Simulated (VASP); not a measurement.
Runs of VASP 6.6.1 on S. The structure is that of space group Pm-3m (No. 221), or close to it. The cells are those of the table. 

| task | cell | cutoff (eV) | gap on the mesh (eV) | pressure (GPa) |
| --- | --- | --- | --- | --- |
| relaxation of cell and atoms | relaxed to 20 GPa from a = 2.730 Å, 1 atom | 600 | none | 20.0 |
| relaxation of cell and atoms | relaxed to 60 GPa from a = 2.730 Å, 1 atom | 600 | none | 60.0 |
| single point | a = 2.358 Å, 1 atom | 520 | none | 39.6 |
| relaxation of cell and atoms | relaxed to 40 GPa from a = 2.730 Å, 1 atom | 600 | none | 40.0 |
| single point | a = 2.299 Å, 1 atom | 520 | none | 59.5 |
| single point | a = 2.438 Å, 1 atom | 520 | none | 19.8 |
| single point | a = 2.577 Å, 1 atom | 520 | none | (a) |
| relaxation of cell and atoms | relaxed from a = 2.730 Å, 1 atom | 600 | none | 0.1 |

Alike in all rows: level PBE; potentials or basis VASP PAW PBE potentials, release 64 (S); no spin polarisation; k mesh 7 × 7 × 7; smearing fermi-dirac 0.02 eV.

Problem. Estimate the missing entries.

Solution. (a) -0.1.

Caveats: some runs use coarse meshes; the cell is relaxed towards a set pressure, so the enthalpy falls and the energy may rise (some runs).

A gap of «none» marks levels without a gap at the run's occupations.
